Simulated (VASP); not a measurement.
Input of a VASP 6.6.1 run:

File POSCAR:

```
MnO
1.0
    0.0000000000      2.1785090927      2.1785090927
    2.1785090927      0.0000000000      2.1785090927
    2.1785090927      2.1785090927      0.0000000000
Mn O
1 1
Direct
    0.0000000000      0.0000000000      0.0000000000
    0.5000000000      0.5000000000      0.5000000000
```

INCAR.step1

```
PREC = Accurate
ENCUT = 520
EDIFF = 1E-5
ISMEAR = -1
SIGMA = 0.05
LREAL = False
LASPH = True
NELM = 150
ALGO = Normal
ISIF = 2
LWAVE = True
LCHARG = False
ISPIN = 2
MAGMOM = 4 0
LORBIT = 11
LMAXMIX = 4
NBANDS = 20
GGA = PE
```

Contents of INCAR.step2:

```
PREC = Accurate
ENCUT = 520
EDIFF = 1E-6
ISMEAR = -1
SIGMA = 0.05
LREAL = False
LASPH = True
NELM = 150
ALGO = Normal
ISIF = 2
LWAVE = False
LCHARG = False
ISPIN = 2
MAGMOM = 4 0
LORBIT = 11
LMAXMIX = 4
GGA = PE
LHFCALC = True
HFSCREEN = 0.2079
PRECFOCK = Normal
NBANDS = 20
ISTART = 1
```

KPOINTS

```
regular mesh
0
Gamma
  5 5 5
```

Potentials or basis: VASP PAW PBE potentials, release 64 (Mn_pv, O).

Command:

```console
$ cat potpaw_PBE.64/Mn_pv/POTCAR potpaw_PBE.64/O/POTCAR > POTCAR
$ cp INCAR.step1 INCAR
$ mpirun -np 1 vasp_std > vasp.out
$ cp INCAR.step2 INCAR
$ mpirun -np 1 vasp_std > vasp.out
```

(1) Estimate the band gap on the k mesh.

(2) What does it give for the site moments?

Answers

(1) 1.59 eV (least direct gap 4.21 eV).

(2) Mn +4.57; O +0.22 μB.

Caveat: the k points lie up to 0.50 Å⁻¹ apart; an odd mesh through Γ misses points on the zone boundary, where band edges can lie; a cell with one magnetic atom can't hold antiferromagnetic order, which such compounds often take.
